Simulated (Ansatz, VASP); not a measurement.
## Ca4AlO in VASP and in Ansatz

```
Ca Al O
1.0
     0.00000    4.54486    4.54486
     4.54486    0.00000    4.54486
     4.54486    4.54486    0.00000
Ca Al O
4 1 1
Direct
  0.62458 0.62458 0.12627
  0.62458 0.62458 0.62458
  0.62458 0.12627 0.62458
  0.12627 0.62458 0.62458
  0.25000 0.25000 0.25000
  0.00000 0.00000 0.00000
```

Change from the starting cell: species swapped into the TbMgCo4 type (F-43m, No. 216).

Alike in both runs: functional PBE; k mesh 8 × 8 × 8; occupations gaussian, width 0.1 eV; no spin polarisation.

Ansatz relaxed the structure, and its values are those at the end. VASP's run is a single point on that final structure, the one shown.

|  | VASP | Ansatz |
| --- | --- | --- |
| version | VASP 6.6.1 | Ansatz 0.2.0 |
| potentials or method | VASP PAW PBE potentials, release 64 (Ca_sv, Al, O), cutoff 520 eV | scalar-relativistic, plane waves, PAW |
| valence electrons in the cell | 49 | 49 |

```csv
,VASP,Ansatz,Ansatz less VASP
gap on the k mesh at the Fermi level (eV),none,none,-
pressure (GPa),0.0,0.0,0.00
```

A gap of «none» marks a metal or a gap that the smearing closes.
